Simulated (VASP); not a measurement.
Runs of VASP 6.6.1 on Ti. The structure is that of space group Fm-3m (No. 225), or close to it. The cells are those of the table. This isn't the form of Ti at room conditions, which is hcp.

| task | cell | k mesh | cutoff (eV) | gap on the mesh (eV) | pressure (GPa) |
| --- | --- | --- | --- | --- | --- |
| single point | a = 2.809 Å, angles 60.0°, 1 atom | 18 × 18 × 18 | 520 | none | 7.5 |
| single point | a = 2.691 Å, angles 60.0°, 1 atom | 18 × 18 × 18 | 520 | none | (a) |
| relaxation of cell and atoms | relaxed to 8 GPa from a = 2.807 Å, angles 60.0°, 1 atom | 18 × 18 × 18 | 600 | none | 8.0 |
| single point | a = 2.582 Å, angles 60.0°, 1 atom | 20 × 20 × 20 | 520 | none | 58.9 |
| single point | a = 2.765 Å, angles 60.0°, 1 atom | 18 × 18 × 18 | 520 | none | 14.5 |
| relaxation of cell and atoms | relaxed to 30 GPa from a = 2.692 Å, angles 60.0°, 1 atom | 18 × 18 × 18 | 600 | none | 30.0 |
| relaxation of cell and atoms | relaxed to 3 GPa from a = 2.841 Å, angles 60.0°, 1 atom | 18 × 18 × 18 | 600 | none | 3.1 |
| single point | a = 2.894 Å, angles 60.0°, 1 atom | 18 × 18 × 18 | 520 | none | (b) |

Alike in all rows: level PBEsol; potentials or basis VASP PAW PBE potentials, release 64 (Ti_sv); no spin polarisation; smearing gaussian 0.1 eV.

Problem. Fill in the values left out.

Solution. (a) 27.1; (b) -3.2.

Caveats: the PAW data sets were made with another functional, which shifts forces and pressure a little; the cell stands under pressure (at least some runs); the cell is relaxed towards a set pressure, so the run minimises the enthalpy, not the energy (at least some runs); the relaxation stopped at its first step, so nothing moved (at least some runs); the cell stands under tension (at least some runs).

A gap of «none» marks levels without a gap at the run's occupations.
